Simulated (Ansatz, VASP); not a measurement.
One calculation of WC, two programs

Contents of INCAR:

```
PREC = Accurate
ENCUT = 600
EDIFF = 1E-6
ISMEAR = 1
SIGMA = 0.2
LREAL = F
LASPH = T
NELM = 120
ALGO = Normal
ISIF = 2
LWAVE = F
LCHARG = T
GGA = PE
LELF = T
LVHAR = T
NBANDS = 16
GGA_COMPAT = F
```

Contents of KPOINTS:

```
Automatic mesh
0
Gamma
  13 13 12
```

The input POSCAR:

```
WC
1.0
    2.9065000000      0.0000000000      0.0000000000
   -1.4532500000      2.5171028361      0.0000000000
    0.0000000000      0.0000000000      2.8366000000
W C
1 1
Direct
    0.0000000000      0.0000000000      0.0000000000
    0.6666666667      0.3333333333      0.5000000000
```

Input for Ansatz:

```yaml
crystal:
  lattice:
    a: 2.9065
    b: 2.9065
    c: 2.8366
    alpha: 90.0
    beta: 90.0
    gamma: 120.0
  space_group: 187
  atoms:
    - { symbol: W, position: [0.0, 0.0, 0.0] }
    - { symbol: C, position: [0.6666666666666666, 0.3333333333333333, 0.5] }
basis:
  ecutwfc: 450.0
kpoints:
  mp_grid:
    grid: [13, 13, 12]
hamiltonian:
  xc: pbe
scf:
  occupations:
    method: methfessel_paxton
    width: 0.2
output:
  stress: true
```

Alike in both runs: task single point; functional PBE; k mesh 13 × 13 × 12; occupations methfessel-paxton of order 1, width 0.2 eV; no spin polarisation.

|  | VASP | Ansatz |
| --- | --- | --- |
| version | VASP 6.6.1 | Ansatz 0.2.0 |
| potentials or method | VASP PAW PBE potentials, release 64 (W_sv, C), cutoff 600 eV | plane waves, PAW |
| valence electrons in the cell | 18 | 18 |

```tsv
	VASP	Ansatz	Ansatz less VASP
pressure (GPa)	6.6	5.5	-1.06
traceless stress, the component that is largest in VASP (GPa)	-0.23	-0.44	-0.214
```

Neither program's run includes spin-orbit coupling.
